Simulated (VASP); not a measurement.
# Ta4C3 (Cm) in VASP: further runs

Ta4C3 is run at these levels: r2SCAN; tasks: single point.

Program: VASP 6.6.1. These are calculated values, not measurements. Logs are shortened: lines on timing, memory, paths and dates and some standing lists are left out, and cuts for length are marked.

### Step 1. The cell of the first run

Symmetry: Cm, No. 8, monoclinic system. Conventional cell: a = 5.400 Å, b = 3.118 Å, c = 10.463 Å, α = 90.00°, β = 102.42°, γ = 90.00°. Within 3.4 Å of Ta (site symmetry m) lie 6 C at 2.26 Å and 12 Ta at 3.00 to 3.38 Å. Ta (site symmetry m) has 3 C at 1.78 to 2.37 Å within 2.4 Å. Within 2.9 Å of Ta (site symmetry m) lie 3 C at 2.19 Å. Within 2.9 Å of Ta (site symmetry m) lie 6 C at 2.20 to 2.23 Å. C (site symmetry m) has 6 Ta at 2.19 to 2.20 Å within 2.9 Å. Within 2.4 Å of C (site symmetry m) lie 6 Ta at 1.78 to 2.37 Å. C (site symmetry m) has 6 Ta at 2.23 to 2.26 Å and 10 C at 2.73 to 3.15 Å within 3.2 Å.

### Step 2. Single point, r2SCAN

The input, POSCAR:

```
Ta4C3
1.0
   -3.1177991687      0.0000000000      0.0000000000
   -1.5588995843     -2.7000932840      0.0000000000
   -2.7282301626     -1.5751444188     10.2185930705
Ta C
4 3
Direct
    0.1992442540      0.1992442540      0.1900275630
   -0.2400995251     -0.2400995251      0.9431452919
   -0.4310168211     -0.4310168211      0.6990174637
    0.3791724288      0.3791724288      0.4529928082
   -0.0263935962     -0.0263935962      0.5768132042
    0.9435455956      0.9435455956      0.0569471534
   -0.2122187835     -0.2122187835      0.3239565456
```

The input, INCAR.step1:

```
SYSTEM = Ta4C3
ALGO     = Normal         ! electronic algorithm
EDIFF    = 1E-4           ! SCF threshold, eV
ENCUT    = 520            ! plane-wave cutoff, eV
GGA      = PE             ! functional
ISMEAR   = 0              ! smearing method
LASPH    = .TRUE.         ! aspherical terms in the spheres
LCHARG   = .FALSE.        ! write CHGCAR
LREAL    = .FALSE.        ! projectors in reciprocal space
LWAVE    = .TRUE.         ! write WAVECAR
NBANDS   = 37             ! bands
NELM     = 100            ! most SCF steps
PREC     = Accurate       ! precision mode
SIGMA    = 0.15           ! smearing width, eV
```

The input, INCAR.step2:

```
SYSTEM = Ta4C3
ALGO     = Normal         ! electronic algorithm
EDIFF    = 1E-6           ! SCF threshold, eV
ENCUT    = 520            ! plane-wave cutoff, eV
ISIF     = 2              ! what is computed and relaxed
ISMEAR   = 0              ! smearing method
ISTART   = 1            
LASPH    = .TRUE.         ! aspherical terms in the spheres
LCHARG   = .TRUE.         ! write CHGCAR
LELF     = .TRUE.         ! ELF
LMIXTAU  = .TRUE.       
LREAL    = .FALSE.        ! projectors in reciprocal space
LVHAR    = .TRUE.       
LWAVE    = .FALSE.        ! write WAVECAR
METAGGA  = R2SCAN         ! meta-GGA
NBANDS   = 37             ! bands
NELM     = 100            ! most SCF steps
PREC     = Accurate       ! precision mode
SIGMA    = 0.15           ! smearing width, eV
```

The input, KPOINTS:

```
k-points
0
G
  14 14 4
  0 0 0
```

Potentials or basis: VASP PAW PBE potentials, release 64 (Ta_pv, C).

On the command line:

```console
cat potpaw_PBE.64/Ta_pv/POTCAR potpaw_PBE.64/C/POTCAR > POTCAR
cp INCAR.step1 INCAR
mpirun -np 1 vasp_std > vasp.out
cp INCAR.step2 INCAR
mpirun -np 1 vasp_std > vasp.out
```

OUTCAR:

```text
SYSTEM = Ta4C3
   EDIFF = 1E-6
   ENCUT = 520
   ISIF = 2
   ISMEAR = 0
   ISTART = 1
   LASPH = .TRUE.
   LREAL = .FALSE.
   METAGGA = R2SCAN
   NELM = 100
   PREC = Accurate

 ion  position               nearest neighbor table
   1  0.199  0.199  0.190-   6 2.26   6 2.26   6 2.26   7 2.26   7 2.26   7 2.26   2 3.00   2 3.00
                             4 3.23   4 3.23   4 3.23   2 3.38
   2  0.760  0.760  0.943-   6 1.78   6 2.37   6 2.37   1 3.00   1 3.00   3 3.08   3 3.08   3 3.08
                             1 3.38
   3  0.569  0.569  0.699-   5 2.19   5 2.19   5 2.19   2 3.08   2 3.08   2 3.08   4 3.09   4 3.09
                             4 3.09
   4  0.379  0.379  0.453-   5 2.20   5 2.20   5 2.20   7 2.23   7 2.23   7 2.23   3 3.09   3 3.09
                             3 3.09   1 3.23   1 3.23   1 3.23
   5  0.974  0.974  0.577-   3 2.19   3 2.19   3 2.19   4 2.20   4 2.20   4 2.20
   6  0.944  0.944  0.057-   2 1.78   1 2.26   1 2.26   1 2.26   2 2.37   2 2.37
   7  0.788  0.788  0.324-   4 2.23   4 2.23   4 2.23   1 2.26   1 2.26   1 2.26

  LATTYP: Found a base centered monoclinic cell.
 ALAT       =     5.4001865679
 B/A-ratio  =     0.5773502692
 C/A-ratio  =     1.9375903840
 COS(beta)  =    -0.2150265282

  Lattice vectors:

 A1 = (  -3.1177991687,   0.0000000000,   0.0000000000)
 A2 = (  -1.5588995843,  -2.7000932840,   0.0000000000)
 A3 = (   1.9484685904,   1.1249488652,  10.2185930705)

Analysis of symmetry for initial positions (statically):
=====================================================================
 Subroutine PRICEL returns:
 Original cell was already a primitive cell.

 Routine SETGRP: Setting up the symmetry group for a
 base centered monoclinic supercell.

 Subroutine GETGRP returns: Found  2 space group operations
 (whereof  2 operations were pure point group operations)
 out of a pool of  4 trial point group operations.

The static configuration has the point symmetry C_1h.

Analysis of symmetry for dynamics (positions and initial velocities):
=====================================================================
 Subroutine PRICEL returns:
 Original cell was already a primitive cell.

 Routine SETGRP: Setting up the symmetry group for a
 base centered monoclinic supercell.

 Subroutine GETGRP returns: Found  2 space group operations
 (whereof  2 operations were pure point group operations)
 out of a pool of  4 trial point group operations.

The dynamic configuration has the point symmetry C_1h.

[... 112 lines left out ...]
   IBRION =     -1    ionic relax: 0-MD 1-quasi-New 2-CG
   NFREE  =      0    steps in history (QN), initial steepest desc. (CG)
   ISIF   =      2    stress and relaxation
   ISYM   =      2    0-nonsym 1-usesym 2-fastsym
   POTIM  = 0.5000    time-step for ionic-motion
   TEBEG  =    0.0;   TEEND  =   0.0 temperature during run
   PSTRESS=    0.0 pullay stress
   NELECT =      56.0000    total number of electrons
   NUPDOWN=      -1.0000    fix difference up-down
   EMIN   =  10.00;   EMAX   =-10.00  energy-range for DOS
   EFERMI =   0.00;   METHOD = LEGACY
   ISMEAR =     0;   SIGMA  =   0.15  broadening in eV -4-tet -1-fermi 0-gaus
   EFERMI_NEDOS =   21; number of points for ismear=-14 and -15
   IALGO  =     38    algorithm
   IMIX   =      4    mixing-type and parameters
     AMIX     =   0.40;   BMIX     =  1.00
     AMIX_MAG =   1.60;   BMIX_MAG =  1.00
  volume/ion in A,a.u.               =      12.29        82.93
  Fermi-wavevector in a.u.,A,eV,Ry     =   1.418834  2.681207 27.389741  2.013089
  Thomas-Fermi vector in A             =   2.539918
   LORBIT       =      0    0 simple, 1 ext, 2 COOP (PROOUT), +10 PAW based schemes
   METAGGA = R2SCAN    functional components
   LHFCALC =     F    Hartree Fock is set to
   AEXX    =    0.0000 exact exchange contribution
   IVDW    =     0    specifies the selected vdW correction
   LEPSILON=     F    determine dielectric tensor
   LRPA    =     F    only Hartree local field effects (RPA)
 non-spin polarized calculation
 Gauss-broadening in eV      SIGMA  =   0.15
  energy-cutoff  :      520.00
  volume of cell :       86.02
 maximum number of plane-waves:      2340
   NGX = 11   NGY = 11   NGZ = 39

 number of electron      55.9999998 magnetization

 Free energy of the ion-electron system (eV)
  ---------------------------------------------------
  ext. energy  EPLUGINS =         0.00000000
  ---------------------------------------------------
  free energy    TOTEN  =      -227.31276475 eV

  energy without entropy =     -227.29660116  energy(sigma->0) =     -227.30468295

 E-fermi :   7.3009     XC(G=0): -14.0068

 val. band max:        7.2720118614   @ k =  -0.0714   0.0714   0.0000
 cond. band min:       7.3077869434   @ k =  -0.2857   0.2857   0.2500
 fundamental gap:      0.0357750820
 Fermi energy:         7.3008703312

 k-point     1 :       0.0000    0.0000    0.0000
  band No.  band energies     occupation
      1     -29.4365      2.00000
      2     -29.0353      2.00000
      3     -28.9612      2.00000
      4     -28.9594      2.00000
      5     -28.6339      2.00000
      6     -28.5887      2.00000
[... 949 lines left out ...]
     36      11.1804      0.00000
     37      11.4213      0.00000

 [... further k-points ...]

------------------------ aborting loop because EDIFF is reached ----------------------------------------

  FORCE on cell =-STRESS in cart. coord.  units (eV):
  Direction    XX          YY          ZZ          XY          YZ          ZX
  --------------------------------------------------------------------------------------
  -------------------------------------------------------------------------------------
  Total        5.5587505      1.9210386      5.9305110      3.1503509     -4.3529241     -7.5394704
  in kB      103.5308433     35.7790378    110.4548237     58.6747847    -81.0725191   -140.4214368
  external PRESSURE =      83.2549016 kB  Pullay stress =       0.0000000 kB

 VOLUME and BASIS-vectors are now :
 -----------------------------------------------------------------------------
  energy-cutoff  :      520.00
  volume of cell :       86.02
      direct lattice vectors                 reciprocal lattice vectors
    -3.117799169  0.000000000  0.000000000    -0.320739068  0.185178787 -0.057088746
    -1.558899584 -2.700093284  0.000000000     0.000000000 -0.370357575 -0.057088746
    -2.728230163 -1.575144419 10.218593071     0.000000000  0.000000000  0.097860830

 POSITION                                       TOTAL-FORCE (eV/Angst)
 -----------------------------------------------------------------------------------
     -1.45024     -0.83730      1.94181        -0.031899     -0.018417      0.778341
     -6.12694     -3.53739      9.63762         5.860475      3.383547     -4.380512
     -4.56804     -2.63736      7.14298         0.360356      0.208051      0.013930
     -3.00914     -1.73733      4.62895        -0.006900     -0.003984      0.005580
     -6.12694     -3.53739      5.89422        -0.052245     -0.030164      0.051777
     -4.56804     -2.63736      0.58192        -6.138626     -3.544137      3.648375
     -4.56804     -2.63736      3.31038         0.008839      0.005103     -0.117491
 -----------------------------------------------------------------------------------
    total drift:                               -0.000314     -0.000181      0.000645

  FREE ENERGIE OF THE ION-ELECTRON SYSTEM (eV)
  ---------------------------------------------------
  free  energy   TOTEN  =      -227.3127647528 eV

  energy  without entropy=     -227.2966011570  energy(sigma->0) =     -227.30468295
```

OSZICAR.step1:

```text
N       E                     dE             d eps       ncg     rms          rms(c)
DAV:   1     0.514951336036E+03    0.51495E+03   -0.30390E+04 16206   0.157E+03
DAV:   2    -0.573924022326E+02   -0.57234E+03   -0.55798E+03 17895   0.460E+02
DAV:   3    -0.881620174018E+02   -0.30770E+02   -0.30280E+02 20634   0.959E+01
DAV:   4    -0.888129741173E+02   -0.65096E+00   -0.64765E+00 20636   0.135E+01
DAV:   5    -0.888242933346E+02   -0.11319E-01   -0.11304E-01 20313   0.165E+00    0.461E+01
DAV:   6    -0.777714177794E+02    0.11053E+02   -0.58210E+01 20259   0.337E+01    0.190E+01
DAV:   7    -0.776531653868E+02    0.11825E+00   -0.50778E+00 20727   0.114E+01    0.786E+00
DAV:   8    -0.776553096327E+02   -0.21442E-02   -0.36285E+00 20852   0.942E+00    0.286E+00
DAV:   9    -0.774987299220E+02    0.15658E+00   -0.10333E+00 20858   0.669E+00    0.685E-01
DAV:  10    -0.774975842781E+02    0.11456E-02   -0.65754E-02 20564   0.140E+00    0.341E-01
DAV:  11    -0.774971279149E+02    0.45636E-03   -0.53355E-03 19883   0.462E-01    0.165E-01
DAV:  12    -0.774970855892E+02    0.42326E-04   -0.13083E-03 21191   0.235E-01    0.523E-02
DAV:  13    -0.774970709439E+02    0.14645E-04   -0.22462E-04 13380   0.122E-01
   1 F= -.77497071E+02 E0= -.77487170E+02  d E =-.198024E-01
```

Wall time 58 min (1 thread of Oxide Virtual Turin-like, shared host); peak memory 0.57 GiB.

Results:

```yaml
Free_energy: -227.3128 eV
Pressure: 8.3 GPa
Largest_force: 8.061 eV/Å
Band_gap_on_the_k_mesh: zero (bands 28 and 29 overlap by 0.48 eV)
```

Forces in eV/Å, atoms in the order of the input:
```
Ta  -0.032 -0.018  0.778
Ta   5.860  3.384 -4.381
Ta   0.360  0.208  0.014
Ta  -0.007 -0.004  0.006
C   -0.052 -0.030  0.052
C   -6.139 -3.544  3.648
C    0.009  0.005 -0.117
```

Stress tensor (GPa, compression positive):
```
 10.35   5.87 -14.04
  5.87   3.58  -8.11
-14.04  -8.11  11.05
```

Levels at points of the mesh, in eV from the Fermi level:
```csv
k point,band 25,band 26,band 27,band 28,band 29,band 30,band 31,band 32
"(0.00, 0.00, 0.00)",-2.50,-1.09,-0.38,-0.36,0.60,0.81,1.21,1.28
"(0.50, 0.00, 0.00)",-2.69,-2.05,-0.84,-0.11,1.46,2.55,3.00,3.66
"(0.50, 0.50, 0.00)",-2.50,-1.79,-0.91,-0.38,0.29,2.57,2.61,3.60
"(0.00, 0.00, 0.50)",-1.94,-1.45,-0.39,-0.39,0.37,0.66,0.90,1.14
"(0.50, 0.00, 0.50)",-2.49,-2.06,-0.80,-0.39,1.86,2.15,2.80,3.68
"(0.50, 0.50, 0.50)",-2.34,-1.81,-1.11,-0.51,0.82,2.13,2.24,3.68
```

Caveat: the cell stands under pressure; the PAW data sets were made with another functional, which shifts forces and pressure a little; spin-orbit coupling is left out, which moves the levels of the heavy elements.

### Step 3. Single point, r2SCAN

This run uses another cell than the first one, of the same volume but with other edges.

The input, POSCAR:

```
Ta4C3
1.0
   -3.1177991687      0.0000000000      0.0000000000
   -1.5588995843     -2.7000932840      0.0000000000
    0.3897248961      0.2250077737     10.2185930705
Ta C
4 3
Direct
    0.3259356302      0.3259356303      0.1900275630
    0.3886954410      0.3886954410      0.9431452919
    0.0350181220      0.0350181220      0.6990174637
    0.6811827340      0.6811827340      0.4529928082
    0.3581677670      0.3581677670      0.5768132042
    0.9815122628      0.9815122628      0.0569471534
    0.0037630455      0.0037630455      0.3239565456
```

The input, INCAR.step1:

```
SYSTEM = Ta4C3
ALGO = Normal
EDIFF = 1E-4
ENCUT = 520
GGA = PE
ISMEAR = 0
LASPH = .True.
LCHARG = .False.
LREAL = .False.
LWAVE = .True.
NBANDS = 37
NELM = 100
PREC = Accurate
SIGMA = 0.15
```

The input, INCAR.step2:

```
SYSTEM = Ta4C3
ALGO = Normal
EDIFF = 1E-6
ENCUT = 520
ISIF = 2
ISMEAR = 0
ISTART = 1
LASPH = .True.
LCHARG = .False.
LMIXTAU = .True.
LREAL = .False.
LWAVE = .False.
METAGGA = R2SCAN
NBANDS = 37
NELM = 100
PREC = Accurate
SIGMA = 0.15
```

The input, KPOINTS:

```
k-points
0
Gamma
  14 14 4
  0 0 0
```

Potentials or basis: VASP PAW PBE potentials, release 64 (Ta_pv, C).

On the command line:

```console
cat potpaw_PBE.64/Ta_pv/POTCAR potpaw_PBE.64/C/POTCAR > POTCAR
cp INCAR.step1 INCAR
mpirun -np 1 vasp_std > vasp.out
cp INCAR.step2 INCAR
mpirun -np 1 vasp_std > vasp.out
```

Wall time 78 min (1 thread of Oxide Virtual Turin-like, shared host); peak memory 0.57 GiB.

Results (log left out):

| Item | Value |
| --- | --- |
| Free energy | -226.4477 eV |
| Pressure | 10.2 GPa |
| Largest force | 5.753 eV/Å |
| Band gap on the k mesh | zero (bands 28 and 29 overlap by 0.72 eV) |

Forces in eV/Å, atoms in the order of the input:
```
Ta   0.652  0.377  4.400
Ta   0.747  0.431 -5.688
Ta  -0.289 -0.167 -0.568
Ta   0.037  0.021 -0.511
C    0.012  0.007  0.424
C   -1.122 -0.648  1.970
C   -0.037 -0.021 -0.027
```

Stress tensor (GPa, compression positive):
```
 1.16 -3.30  0.75
-3.30  4.97  0.43
 0.75  0.43 24.32
```

Levels at points of the mesh, in eV from the Fermi level:
```csv
k point,band 25,band 26,band 27,band 28,band 29,band 30,band 31,band 32
"(0.00, 0.00, 0.00)",-2.23,-1.37,-0.33,-0.25,0.27,0.66,1.08,1.30
"(0.50, 0.00, 0.00)",-2.05,-1.68,-0.79,-0.46,0.72,2.35,2.62,3.40
"(0.50, 0.50, 0.00)",-2.55,-2.05,-0.72,0.18,1.74,2.82,3.03,3.80
"(0.00, 0.00, 0.50)",-2.35,-1.29,-0.24,-0.14,0.30,0.89,1.25,1.41
"(0.50, 0.00, 0.50)",-2.07,-1.67,-0.96,-0.24,1.02,1.94,2.54,3.68
"(0.50, 0.50, 0.50)",-2.40,-2.18,-0.61,-0.04,2.22,2.56,2.56,3.81
```

Caveat: the cell stands under pressure; the PAW data sets were made with another functional, which shifts forces and pressure a little; spin-orbit coupling is left out, which moves the levels of the heavy elements.

[end of part 1 of 2]
